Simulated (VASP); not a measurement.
# Mg in VASP: notebook

Mg is run at these levels: PBE; tasks: electric field gradients.

Program: VASP 6.6.1. These are calculated values, not measurements. Logs are shortened: lines on timing, memory, paths and dates and some standing lists are left out, and cuts for length are marked.

## Step 1: The cell of the first run

Symmetry: I4/mmm, No. 139, tetragonal system. Conventional cell: a = 3.174 Å, b = 3.174 Å, c = 4.578 Å, α = 90.00°, β = 90.00°, γ = 90.00°. Mg (site symmetry 4/mmm) has 12 Mg at 3.17 to 3.21 Å within 4.2 Å.

## Step 2: Electric field gradients, PBE (zz strain of +2 %)

The input, INCAR:

```
SYSTEM = Mg
  PREC = Accurate
  ENCUT = 520
  EDIFF = 1E-8
  ISMEAR = -1
  SIGMA = 0.03
  LREAL = .False.
  LASPH = .True.
  NELM = 80
  ALGO = Normal
  ISIF = 2
  LWAVE = .False.
  LCHARG = .False.
  GGA = PE
  LEFG = .True.
  NBANDS = 7
```

The input, KPOINTS:

```
regular mesh
0
Gamma
  16 16 16
  0 0 0
```

The input, POSCAR:

```
Mg
1.0
    0.0000000000      2.2442560000      2.2891411200
    2.2442560000      0.0000000000      2.2891411200
    2.2442560000      2.2442560000      0.0000000000
Mg
1
Direct
    0.0000000000      0.0000000000      0.0000000000
```

Potentials or basis: VASP PAW PBE potentials, release 64 (Mg).

Started as:

```sh
$ cat potpaw_PBE.64/Mg/POTCAR > POTCAR
$ mpirun -np 1 vasp_std > vasp.out
```

OUTCAR:

```text
SYSTEM = Mg
   PREC = Accurate
   ENCUT = 520
   EDIFF = 1E-8
   ISMEAR = -1
   LREAL = .False.
   LASPH = .True.
   NELM = 80
   ISIF = 2
   GGA = PE

 ion  position               nearest neighbor table
   1  0.000  0.000  0.000-

  LATTYP: Found a body centered tetragonal cell.
 ALAT       =     3.1738572726
 C/A-ratio  =     1.4424978336

  Lattice vectors:

 A1 = (  -2.2442560000,   0.0000000000,   2.2891411200)
 A2 = (   2.2442560000,   0.0000000000,   2.2891411200)
 A3 = (   0.0000000000,   2.2442560000,  -2.2891411200)

Analysis of symmetry for initial positions (statically):
=====================================================================
 Subroutine PRICEL returns:
 Original cell was already a primitive cell.

 Routine SETGRP: Setting up the symmetry group for a
 body centered tetragonal supercell.

 Subroutine GETGRP returns: Found 16 space group operations
 (whereof 16 operations were pure point group operations)
 out of a pool of 16 trial point group operations.

The static configuration has the point symmetry D_4h.

Analysis of symmetry for dynamics (positions and initial velocities):
=====================================================================
 Subroutine PRICEL returns:
 Original cell was already a primitive cell.

 Routine SETGRP: Setting up the symmetry group for a
 body centered tetragonal supercell.

 Subroutine GETGRP returns: Found 16 space group operations
 (whereof 16 operations were pure point group operations)
 out of a pool of 16 trial point group operations.

The dynamic configuration has the point symmetry D_4h.

 Subroutine INISYM returns: Found 16 space group operations
 (whereof 16 operations are pure point group operations),
 and found     1 'primitive' translations

----------------------------------------------------------------------------------------

                                     Primitive cell

  volume of cell :      23.0594

  direct lattice vectors                    reciprocal lattice vectors
     0.000000000  2.244256000  2.289141120    -0.222790983  0.222790983  0.218422532
     2.244256000  0.000000000  2.289141120     0.222790983 -0.222790983  0.218422532
     2.244256000  2.244256000  0.000000000     0.222790983  0.222790983 -0.218422532

[... 117 lines left out ...]

 number of electron       2.0000000 magnetization

 Free energy of the ion-electron system (eV)
  ---------------------------------------------------
  ext. energy  EPLUGINS =         0.00000000
  ---------------------------------------------------
  free energy    TOTEN  =        -1.49254230 eV

  energy without entropy =       -1.49104389  energy(sigma->0) =       -1.49179310

 E-fermi :   2.5964     XC(G=0):  -8.4779

 val. band max:        2.5935130789   @ k =  -0.4375   0.1875   0.1250
 cond. band min:       2.6317364083   @ k =  -0.3125   0.1250   0.3750
 fundamental gap:      0.0382233294
 Fermi energy:         2.5964114878

 k-point     1 :       0.0000    0.0000    0.0000
  band No.  band energies     occupation
      1      -4.3030      2.00000
      2      14.8387      0.00000
      3      14.9823      0.00000
      4      14.9823      0.00000
      5      16.8262      0.00000
      6      16.8262      0.00000
      7      16.8714      0.00000
[... 221 lines left out ...]
 k-point    24 :      -0.0625    0.0625    0.0000
  band No.  band energies     occupation
      1      -4.0691      2.00000
      2      12.6112      0.00000
      3      13.3274      0.00000
      4      15.2096      0.00000
      5      16.9949      0.00000
      6      17.2250      0.00000
      7      17.7852      0.00000

 [... further k-points ...]

------------------------ aborting loop because EDIFF is reached ----------------------------------------

  FORCE on cell =-STRESS in cart. coord.  units (eV):
  Direction    XX          YY          ZZ          XY          YZ          ZX
  --------------------------------------------------------------------------------------
  -------------------------------------------------------------------------------------
  Total       -0.0004366     -0.0004366     -0.0097285      0.0000000     -0.0000000      0.0000000
  in kB       -0.0303333     -0.0303333     -0.6759411      0.0000000     -0.0000000      0.0000000
  external PRESSURE =      -0.2455359 kB  Pullay stress =       0.0000000 kB

 VOLUME and BASIS-vectors are now :
 -----------------------------------------------------------------------------
  energy-cutoff  :      520.00
  volume of cell :       23.06
      direct lattice vectors                 reciprocal lattice vectors
     0.000000000  2.244256000  2.289141120    -0.222790983  0.222790983  0.218422532
     2.244256000  0.000000000  2.289141120     0.222790983 -0.222790983  0.218422532
     2.244256000  2.244256000  0.000000000     0.222790983  0.222790983 -0.218422532

 POSITION                                       TOTAL-FORCE (eV/Angst)
 -----------------------------------------------------------------------------------
      0.00000      0.00000      0.00000         0.000000      0.000000      0.000000
 -----------------------------------------------------------------------------------
    total drift:                                0.000000     -0.000000     -0.000000

  FREE ENERGIE OF THE ION-ELECTRON SYSTEM (eV)
  ---------------------------------------------------
  free  energy   TOTEN  =        -1.4925422982 eV

  energy  without entropy=       -1.4910438932  energy(sigma->0) =       -1.49179310

 Electric field gradients (V/A^2)
---------------------------------------------------------------------
 ion       V_xx      V_yy      V_zz      V_xy      V_xz      V_yz
---------------------------------------------------------------------
   1       0.289     0.289    -0.577    -0.000    -0.000    -0.000
---------------------------------------------------------------------

 Electric field gradients after diagonalization (V/A^2)
 (convention: |V_zz| > |V_xx| > |V_yy|)
----------------------------------------------------------------------
 ion       V_xx      V_yy      V_zz     asymmetry (V_yy - V_xx)/ V_zz
----------------------------------------------------------------------
   1       0.289     0.289    -0.577       0.000
----------------------------------------------------------------------

           NMR quadrupolar parameters

 Cq : quadrupolar parameter    Cq=e*Q*V_zz/h
 eta: asymmetry parameters     (V_yy - V_xx)/ V_zz
 Q  : nuclear electric quadrupole moment in mb (millibarn)
----------------------------------------------------------------------
 ion       Cq(MHz)       eta       Q (mb)
----------------------------------------------------------------------
   1      -0.001       0.000       1.000
----------------------------------------------------------------------
```

OSZICAR:

```text
N       E                     dE             d eps       ncg     rms          rms(c)
DAV:   1    -0.840489498204E+00   -0.84049E+00   -0.76388E+02  5187   0.192E+02
DAV:   2    -0.149720440611E+01   -0.65671E+00   -0.63312E+00  6349   0.110E+01
DAV:   3    -0.149971010192E+01   -0.25057E-02   -0.25038E-02  6545   0.760E-01
DAV:   4    -0.149971391193E+01   -0.38100E-05   -0.38100E-05  7259   0.210E-02
DAV:   5    -0.149971391572E+01   -0.37820E-08   -0.37119E-08  6524   0.454E-04    0.654E-01
DAV:   6    -0.149634083027E+01    0.33731E-02   -0.42169E-04  6062   0.126E-01    0.418E-01
DAV:   7    -0.149253620495E+01    0.38046E-02   -0.17363E-03  5894   0.221E-01    0.240E-02
DAV:   8    -0.149254276850E+01   -0.65635E-05   -0.91444E-06  7476   0.176E-02    0.516E-03
DAV:   9    -0.149254248631E+01    0.28219E-06   -0.61850E-07  6524   0.317E-03    0.540E-04
DAV:  10    -0.149254232108E+01    0.16523E-06   -0.40781E-09  7329   0.331E-04    0.766E-05
DAV:  11    -0.149254229248E+01    0.28596E-07   -0.84746E-11  3892   0.628E-05    0.270E-05
DAV:  12    -0.149254229817E+01   -0.56822E-08   -0.32977E-12  3311   0.129E-05
   1 F= -.14925423E+01 E0= -.14917931E+01  d E =-.149841E-02
```

stdout:

```text
POSCAR found type information on POSCAR Mg
 POSCAR found :  1 types and       1 ions
 scaLAPACK will be used
 LDA part: xc-table for (Slater+PW92), standard interpolation
 POSCAR, INCAR and KPOINTS ok, starting setup
 FFT: planning ... GRIDC
 FFT: planning ... GRID_SOFT
 FFT: planning ... GRID
 WAVECAR not read
 entering main loop
ion   1
```

Run time: 53 s. Hardware: 1 thread of Intel Xeon 8259CL, shared host; peak memory 0.18 GiB.

What came out:

```
Free energy            : -1.4925 eV
Pressure               : 0.0 GPa
Band gap on the k mesh : zero (band 1 reaches 4.08 eV, above the bottom of band 2 at 1.31 eV)
```

Electric field gradients, principal values (V/Å²):
```tsv
atom	least	middle	greatest (by size)
1 Mg	0.289	0.289	-0.577
```

Caveat: the cell differs from its parent crystal (zz strain of +2 %); without QUAD_EFG the Cq values of the log hold for a quadrupole moment of 1 mb, not for the nuclei.

## Step 3: Electric field gradients, PBE (zz strain of +2 %)

The input, INCAR:

```
PREC     = Accurate       # precision mode
ENCUT    = 520            # plane-wave cutoff, eV
EDIFF    = 1E-8           # SCF threshold, eV
ISMEAR   = -1             # smearing method
SIGMA    = 0.03           # smearing width, eV
LREAL    = False          # projectors in reciprocal space
LASPH    = True           # aspherical terms in the spheres
NELM     = 60             # most SCF steps
ALGO     = Normal         # electronic algorithm
ISIF     = 2              # what is computed and relaxed
LWAVE    = False          # write WAVECAR
LCHARG   = False          # write CHGCAR
GGA      = PE             # functional
LEFG     = True         
NBANDS   = 7              # bands
```

The input, KPOINTS:

```
Automatic mesh
0
Gamma
  16 16 16
```

POSCAR is that of step 2.

Potentials or basis: VASP PAW PBE potentials, release 64 (Mg).

Started as:

```sh
$ cat potpaw_PBE.64/Mg/POTCAR > POTCAR
$ mpirun -np 1 vasp_std > vasp.out
```

OUTCAR:

```text
PREC = Accurate
   ENCUT = 520
   EDIFF = 1E-8
   ISMEAR = -1
   LREAL = False
   LASPH = True
   NELM = 60
   ISIF = 2
   GGA = PE

 ion  position               nearest neighbor table
   1  0.000  0.000  0.000-

  LATTYP: Found a body centered tetragonal cell.
 ALAT       =     3.1738572726
 C/A-ratio  =     1.4424978336

  Lattice vectors:

 A1 = (  -2.2442560000,   0.0000000000,   2.2891411200)
 A2 = (   2.2442560000,   0.0000000000,   2.2891411200)
 A3 = (   0.0000000000,   2.2442560000,  -2.2891411200)

Analysis of symmetry for initial positions (statically):
=====================================================================
 Subroutine PRICEL returns:
 Original cell was already a primitive cell.

 Routine SETGRP: Setting up the symmetry group for a
 body centered tetragonal supercell.

 Subroutine GETGRP returns: Found 16 space group operations
[... 420 lines left out ...]

 VOLUME and BASIS-vectors are now :
 -----------------------------------------------------------------------------
  energy-cutoff  :      520.00
  volume of cell :       23.06
      direct lattice vectors                 reciprocal lattice vectors
     0.000000000  2.244256000  2.289141120    -0.222790983  0.222790983  0.218422532
     2.244256000  0.000000000  2.289141120     0.222790983 -0.222790983  0.218422532
     2.244256000  2.244256000  0.000000000     0.222790983  0.222790983 -0.218422532

 POSITION                                       TOTAL-FORCE (eV/Angst)
 -----------------------------------------------------------------------------------
      0.00000      0.00000      0.00000         0.000000      0.000000      0.000000
 -----------------------------------------------------------------------------------
    total drift:                                0.000000     -0.000000     -0.000000

  FREE ENERGIE OF THE ION-ELECTRON SYSTEM (eV)
  ---------------------------------------------------
  free  energy   TOTEN  =        -1.4925422982 eV

  energy  without entropy=       -1.4910438932  energy(sigma->0) =       -1.49179310

 Electric field gradients (V/A^2)
---------------------------------------------------------------------
 ion       V_xx      V_yy      V_zz      V_xy      V_xz      V_yz
---------------------------------------------------------------------
   1       0.289     0.289    -0.577    -0.000    -0.000    -0.000
---------------------------------------------------------------------

 Electric field gradients after diagonalization (V/A^2)
 (convention: |V_zz| > |V_xx| > |V_yy|)
----------------------------------------------------------------------
 ion       V_xx      V_yy      V_zz     asymmetry (V_yy - V_xx)/ V_zz
----------------------------------------------------------------------
   1       0.289     0.289    -0.577       0.000
----------------------------------------------------------------------

           NMR quadrupolar parameters

 Cq : quadrupolar parameter    Cq=e*Q*V_zz/h
 eta: asymmetry parameters     (V_yy - V_xx)/ V_zz
 Q  : nuclear electric quadrupole moment in mb (millibarn)
----------------------------------------------------------------------
 ion       Cq(MHz)       eta       Q (mb)
----------------------------------------------------------------------
   1      -0.001       0.000       1.000
----------------------------------------------------------------------
```

OSZICAR:

```text
N       E                     dE             d eps       ncg     rms          rms(c)
DAV:   1    -0.840489498204E+00   -0.84049E+00   -0.76388E+02  5187   0.192E+02
DAV:   2    -0.149720440611E+01   -0.65671E+00   -0.63312E+00  6349   0.110E+01
DAV:   3    -0.149971010192E+01   -0.25057E-02   -0.25038E-02  6545   0.760E-01
DAV:   4    -0.149971391193E+01   -0.38100E-05   -0.38100E-05  7259   0.210E-02
DAV:   5    -0.149971391572E+01   -0.37820E-08   -0.37119E-08  6524   0.454E-04    0.654E-01
DAV:   6    -0.149634083027E+01    0.33731E-02   -0.42169E-04  6062   0.126E-01    0.418E-01
DAV:   7    -0.149253620495E+01    0.38046E-02   -0.17363E-03  5894   0.221E-01    0.240E-02
DAV:   8    -0.149254276850E+01   -0.65635E-05   -0.91444E-06  7476   0.176E-02    0.516E-03
DAV:   9    -0.149254248631E+01    0.28219E-06   -0.61850E-07  6524   0.317E-03    0.540E-04
DAV:  10    -0.149254232108E+01    0.16523E-06   -0.40781E-09  7329   0.331E-04    0.766E-05
DAV:  11    -0.149254229248E+01    0.28596E-07   -0.84746E-11  3892   0.628E-05    0.270E-05
DAV:  12    -0.149254229817E+01   -0.56822E-08   -0.32977E-12  3311   0.129E-05
   1 F= -.14925423E+01 E0= -.14917931E+01  d E =-.149841E-02
```

It took 53 s on 1 thread of Intel Xeon 8259CL, shared host; peak memory 0.18 GiB.

Results:

```yaml
Free_energy: -1.4925 eV
Pressure: 0.0 GPa
Band_gap_on_the_k_mesh: zero (band 1 reaches 4.08 eV, above the bottom of band 2 at 1.31 eV)
```

Electric field gradients, principal values (V/Å²):
```tsv
atom	least	middle	greatest (by size)
1 Mg	0.289	0.289	-0.577
```

Caveat: the cell differs from its parent crystal (zz strain of +2 %); without QUAD_EFG the Cq values of the log hold for a quadrupole moment of 1 mb, not for the nuclei.

[end of part 1 of 3]
